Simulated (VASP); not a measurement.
# K2H3Au in VASP: further runs, part 2 of 2

VASP 6.6.1.

### Step 3. Single point, PBEsol

This run uses another cell than the first one, of 21.14 Å³/atom.

The input, INCAR:

```
PREC     = Accurate       # precision mode
ENCUT    = 520            # plane-wave cutoff, eV
EDIFF    = 1E-6           # SCF threshold, eV
ISMEAR   = -1             # smearing method
SIGMA    = 0.03           # smearing width, eV
LREAL    = False          # projectors in reciprocal space
LASPH    = True           # aspherical terms in the spheres
NELM     = 100            # most SCF steps
ALGO     = Normal         # electronic algorithm
ISIF     = 2              # what is computed and relaxed
LWAVE    = False          # write WAVECAR
LCHARG   = False          # write CHGCAR
GGA      = PS             # functional
NBANDS   = 25             # bands
```

The input, KPOINTS:

```
regular mesh
0
Gamma
  6 6 2
```

The input, POSCAR:

```
K2H3Au
1.0
    3.5289137950     -2.0964699986      0.8354617761
    3.5289137950      2.0964699986      0.8354617761
    2.7811618203      0.0000000000      9.2314394924
K H Au
2 3 1
Direct
    0.5417453550      0.5417453550      0.3552976532
    0.4582610427      0.4582610427      0.9796275445
    0.1310912973      0.1310912973      0.4711538134
    0.8689580065      0.8689580065      0.8637546556
    1.0000264412      1.0000264412      0.1674505249
   -0.0000811427     -0.0000811427      0.6674348084
```

Potentials or basis: VASP PAW PBE potentials, release 64 (K_sv, H, Au).

Started as:

```bash
$ cat potpaw_PBE.64/K_sv/POTCAR potpaw_PBE.64/H/POTCAR potpaw_PBE.64/Au/POTCAR > POTCAR
$ mpirun -np 1 vasp_std > vasp.out
```

OUTCAR:

```text
PREC = Accurate
   ENCUT = 520
   EDIFF = 1E-6
   ISMEAR = -1
   LREAL = False
   LASPH = True
   NELM = 100
   ISIF = 2
   GGA = PS

 ion  position               nearest neighbor table
   1  0.542  0.542  0.355-   6 3.55   6 3.55   6 3.56
   2  0.458  0.458  0.980-   6 3.55   6 3.55   6 3.56
   3  0.131  0.131  0.471-   6 1.64
   4  0.869  0.869  0.864-   6 1.64
   5  0.000  0.000  0.167-
   6  1.000  1.000  0.667-   3 1.64   4 1.64   1 3.55   1 3.55   2 3.55   2 3.55   2 3.56   1 3.56

  LATTYP: Found a base centered monoclinic cell.
[... 878 lines left out ...]
  -------------------------------------------------------------------------------------
  Total       -0.0170758     -0.0265706     -0.0171712      0.0000000      0.0000000     -0.0011086
  in kB       -0.2156750     -0.3355982     -0.2168789      0.0000000      0.0000000     -0.0140026
  external PRESSURE =      -0.2560507 kB  Pullay stress =       0.0000000 kB

 VOLUME and BASIS-vectors are now :
 -----------------------------------------------------------------------------
  energy-cutoff  :      520.00
  volume of cell :      126.85
      direct lattice vectors                 reciprocal lattice vectors
     3.528913795 -2.096469999  0.835461776     0.152568630 -0.238496139 -0.045964451
     3.528913795  2.096469999  0.835461776     0.152568630  0.238496139 -0.045964451
     2.781161820  0.000000000  9.231439492    -0.027615467  0.000000000  0.116645198

 POSITION                                       TOTAL-FORCE (eV/Angst)
 -----------------------------------------------------------------------------------
      4.81169      0.00000      4.18512        -0.000373      0.000000      0.000172
      5.95883      0.00000      9.80909         0.000267      0.000000     -0.000526
      2.23557      0.00000      4.56847        -0.000664      0.000000     -0.006970
      8.53520      0.00000      9.42566        -0.002043      0.000000      0.002482
      0.46589      0.00000      1.54585        -0.000152      0.000000      0.000099
      8.91350      0.00000      7.83217         0.002964      0.000000      0.004744
 -----------------------------------------------------------------------------------
    total drift:                                0.000002     -0.000000      0.000071

  FREE ENERGIE OF THE ION-ELECTRON SYSTEM (eV)
  ---------------------------------------------------
  free  energy   TOTEN  =       -17.1195590625 eV

  energy  without entropy=      -17.1195590625  energy(sigma->0) =      -17.11955906
```

OSZICAR:

```text
N       E                     dE             d eps       ncg     rms          rms(c)
DAV:   1     0.197057529606E+03    0.19706E+03   -0.14253E+04  1300   0.112E+03
DAV:   2    -0.548955892258E+01   -0.20255E+03   -0.18993E+03  1452   0.302E+02
DAV:   3    -0.182946483741E+02   -0.12805E+02   -0.12707E+02  2157   0.620E+01
DAV:   4    -0.187702136168E+02   -0.47557E+00   -0.47467E+00  1856   0.102E+01
DAV:   5    -0.187843998930E+02   -0.14186E-01   -0.14185E-01  1951   0.124E+00    0.100E+01
DAV:   6    -0.173786886624E+02    0.14057E+01   -0.25961E+00  1577   0.821E+00    0.503E+00
DAV:   7    -0.171197365410E+02    0.25895E+00   -0.64409E-01  1661   0.306E+00    0.250E+00
DAV:   8    -0.171139724529E+02    0.57641E-02   -0.12518E-01  2030   0.130E+00    0.974E-01
DAV:   9    -0.171187713181E+02   -0.47989E-02   -0.16143E-02  1734   0.527E-01    0.140E-01
DAV:  10    -0.171192296472E+02   -0.45833E-03   -0.98452E-04  1879   0.146E-01    0.802E-02
DAV:  11    -0.171195415452E+02   -0.31190E-03   -0.55407E-04  1597   0.106E-01    0.235E-02
DAV:  12    -0.171195580611E+02   -0.16516E-04   -0.56270E-05  1792   0.368E-02    0.114E-02
DAV:  13    -0.171195587279E+02   -0.66679E-06   -0.13580E-05  1575   0.179E-02    0.490E-03
DAV:  14    -0.171195590625E+02   -0.33460E-06   -0.24949E-06  1624   0.667E-03
   1 F= -.17119559E+02 E0= -.17119559E+02  d E =-.117472E-10
```

stdout:

```text
POSCAR found type information on POSCAR K H Au
 POSCAR found :  3 types and       6 ions
 scaLAPACK will be used
 -----------------------------------------------------------------------------
|                                                                             |
|                                                                             |
|     You enforced a specific xc type in the INCAR file but a different       |
|     I HOPE YOU KNOW WHAT YOU ARE DOING!                                     |
|                                                                             |
 -----------------------------------------------------------------------------

 LDA part: xc-table for (Slater+PW92), standard interpolation
 POSCAR, INCAR and KPOINTS ok, starting setup
 FFT: planning ... GRIDC
 FFT: planning ... GRID_SOFT
 FFT: planning ... GRID
 WAVECAR not read
 entering main loop
```

Run time: 3.1 min. Hardware: 1 thread of Oxide Virtual Turin-like, shared host; peak memory 0.26 GiB.

What came out:

```yaml
Free_energy: -17.1196 eV
Pressure: 0.0 GPa
Largest_force: 0.007 eV/Å
Band_gap_on_the_k_mesh: 2.13 eV (least direct gap 2.22 eV)
```

Forces on the atoms (eV/Å):
```
K    0.000  0.000  0.000
K    0.000  0.000 -0.001
H   -0.001  0.000 -0.007
H   -0.002  0.000  0.002
H    0.000  0.000  0.000
Au   0.003  0.000  0.005
```

Levels at points of the mesh, in eV from the valence-band top:
```tsv
k point	band 12	band 13	band 14	band 15	band 16	band 17	band 18	band 19	band 20	band 21
(0.00, 0.00, 0.00)	-2.33	-2.20	-2.01	-2.01	-0.77	4.88	5.47	6.47	6.48	7.54
(0.50, 0.00, 0.00)	-2.23	-1.71	-1.70	-0.88	-0.09	2.13	4.66	4.75	6.09	6.33
(0.50, 0.50, 0.00)	-2.23	-1.71	-1.70	-0.88	-0.09	2.13	4.66	4.75	6.08	6.34
(0.00, 0.00, 0.50)	-2.33	-2.33	-2.01	-2.01	-0.20	3.40	6.92	6.93	7.07	7.08
(0.50, 0.00, 0.50)	-2.23	-1.71	-1.68	-0.88	-0.12	2.35	3.73	5.78	5.85	6.21
(0.50, 0.50, 0.50)	-2.23	-1.71	-1.68	-0.87	-0.11	2.35	3.73	5.78	5.85	6.20
```

Caveat: the PAW data sets were made with another functional, which shifts forces and pressure a little; spin-orbit coupling is left out, which moves the levels of the heavy elements.

### Step 4. Single point, PBEsol

This run uses another cell than the first one, of 21.11 Å³/atom.

The input, INCAR:

```
  ALGO = Normal
  EDIFF = 1E-6
  ENCUT = 520
  GGA = PS
  ISIF = 2
  ISMEAR = -1
  LASPH = True
  LCHARG = False
  LREAL = False
  LWAVE = False
  NBANDS = 25
  NELM = 60
  PREC = Accurate
  SIGMA = 0.05
```

The input, KPOINTS:

```
k-points
0
Gamma
  6 6 2
```

The input, POSCAR:

```
K2H3Au
1.0
    3.5287278594     -2.0957670157      0.8423653734
    3.5265813127      2.0913148006      0.8401740582
    2.7932332279     -0.0061796485      9.2398126914
K H Au
2 3 1
Direct
    0.5170084342      0.5279877968      0.3583374893
    0.4352039261      0.4462980869      0.9825191039
    0.1052704023      0.1175448640      0.4740058548
    0.8469986694      0.8570182007      0.8666493534
    0.9759470921      0.9867114810      0.1703452875
   -0.0239224478     -0.0125941010      0.6703052369
```

Started as:

```bash
$ cat potpaw_PBE.64/K_sv/POTCAR potpaw_PBE.64/H/POTCAR potpaw_PBE.64/Au/POTCAR > POTCAR
$ mpirun -np 1 vasp_std > vasp.out
```

Run time: 3.6 min. Hardware: 1 thread of Oxide Virtual Turin-like, shared host; peak memory 0.29 GiB.

It converged, with:

* Free energy: -17.1195 eV
* Pressure: 0.0 GPa
* Largest force: 0.009 eV/Å
* Band gap on the k mesh: 2.13 eV (least direct gap 2.22 eV)

Forces in eV/Å, atoms in the order of the input:
```
K    0.000  0.000 -0.003
K   -0.001  0.000  0.002
H    0.003  0.001 -0.008
H   -0.002  0.001  0.004
H    0.002  0.000  0.001
Au  -0.002 -0.002  0.005
```

Levels at points of the mesh, in eV from the valence-band top:
| k point | band 14 | band 15 | band 16 | band 17 | band 18 | band 19 |
| --- | --- | --- | --- | --- | --- | --- |
| (0.00, 0.00, 0.00) | -2.02 | -2.02 | -0.77 | 4.88 | 5.47 | 6.47 |
| (0.50, 0.00, 0.00) | -1.70 | -0.88 | -0.09 | 2.13 | 4.66 | 4.75 |
| (0.00, 0.50, 0.00) | -1.70 | -0.88 | -0.09 | 2.13 | 4.66 | 4.76 |
| (0.50, 0.50, 0.00) | -1.70 | -0.88 | -0.09 | 2.13 | 4.65 | 4.75 |
| (0.00, 0.00, 0.50) | -2.02 | -2.01 | -0.20 | 3.40 | 6.92 | 6.93 |
| (0.50, 0.00, 0.50) | -1.69 | -0.88 | -0.12 | 2.34 | 3.73 | 5.79 |
| (0.00, 0.50, 0.50) | -1.68 | -0.88 | -0.11 | 2.35 | 3.73 | 5.78 |
| (0.50, 0.50, 0.50) | -1.69 | -0.88 | -0.12 | 2.34 | 3.72 | 5.77 |

Caveat: the PAW data sets were made with another functional, which shifts forces and pressure a little; spin-orbit coupling is left out, which moves the levels of the heavy elements. A k mesh can miss the band edges.

### Step 5. Overview

| level | cell | k mesh | smearing | gap on the mesh (eV) | pressure (GPa) | largest force (eV/Å) |
| --- | --- | --- | --- | --- | --- | --- |
| r2SCAN+rVV10 | a = 4.167, b = 4.167, c = 9.645 Å, angles 64.4, 64.4, 60.0°, 6 atoms, atomic positions A | 8 × 8 × 4 | fermi-dirac 0.03 eV | 2.56 | 0.0 | 0.02 |
| PBEsol | a = 4.189, b = 4.189, c = 9.641 Å, angles 64.3, 64.3, 60.1°, 6 atoms, atomic positions A | 6 × 6 × 2 | fermi-dirac 0.03 eV | 2.13 | 0.0 | 0.01 |
| PBEsol | a = 4.190, b = 4.185, c = 9.653 Å, angles 64.2, 64.1, 60.0°, 6 atoms, atomic positions B | 6 × 6 × 2 | fermi-dirac 0.05 eV | 2.13 | 0.0 | 0.01 |

Alike in all rows: task single point; potentials or basis VASP PAW PBE potentials, release 64 (K_sv, H, Au); no spin polarisation; cutoff (eV) 520.

Caveats: the PAW data sets were made with another functional, which shifts forces and pressure a little; spin-orbit coupling is left out, which moves the levels of the heavy elements.

Total energies depend on the potentials used, so only differences within one code and one set of settings carry meaning.
